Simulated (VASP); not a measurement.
AgSnCl2: single point with PBE

AgSnCl2:

```xyz
4
Lattice="3.6059 0.0000 0.0000 -1.8029 3.1228 0.0000 0.0000 0.0000 5.8544" Properties=species:S:1:pos:R:3 pbc="T T T"
Ag    0.0000    0.0000    2.9272
Sn    0.0000    0.0000    0.0000
Cl    1.8029    1.0409    1.4203
Cl    0.0000    2.0819    4.4341
```

| Quantity | Value |
| --- | --- |
| Program | VASP 6.6.1 |
| Task | single point |
| Functional | PBE |
| Potentials or basis | VASP PAW PBE potentials, release 64 (Ag, Sn_d, Cl) |
| Cutoff | 520 eV |
| k mesh | 6 × 6 × 4 |
| Occupations | gaussian, width 0.1 eV |
| Spin | no spin polarisation |

| Property | Result |
| --- | --- |
| Pressure | 52.7 GPa |
| Largest force | 2.445 eV/Å |

Forces on the atoms (eV/Å):
```
Ag   0.000  0.000  0.000
Sn   0.000  0.000  0.000
Cl   0.000  0.000  2.445
Cl   0.000  0.000 -2.445
```

Stress tensor (GPa, compression positive):
```
52.34  0.00  0.00
 0.00 52.34  0.00
 0.00  0.00 53.47
```

Levels at points of the mesh, in eV from the Fermi level:
```csv
k point,band 18,band 19,band 20,band 21,band 22,band 23
"(0.00, 0.00, 0.00)",-4.20,-4.20,-1.34,1.87,1.87,3.66
"(0.50, 0.00, 0.00)",-3.94,-2.11,-0.53,0.84,1.88,2.75
"(0.00, 0.00, 0.50)",-4.25,-2.62,-0.86,2.15,2.15,3.56
"(0.50, 0.00, 0.50)",-4.14,-3.40,-0.82,2.09,2.74,3.24
```

It took 19 s on 1 thread of Intel(R) Xeon(R) 6975P-C (Granite Rapids) (shared host), peak memory 0.2 GiB.

Caveat: spin-orbit coupling is left out, which moves the levels of the heavy elements; an odd number of electrons without spin polarisation forces a metal; a magnetic or distorted state may lie lower.
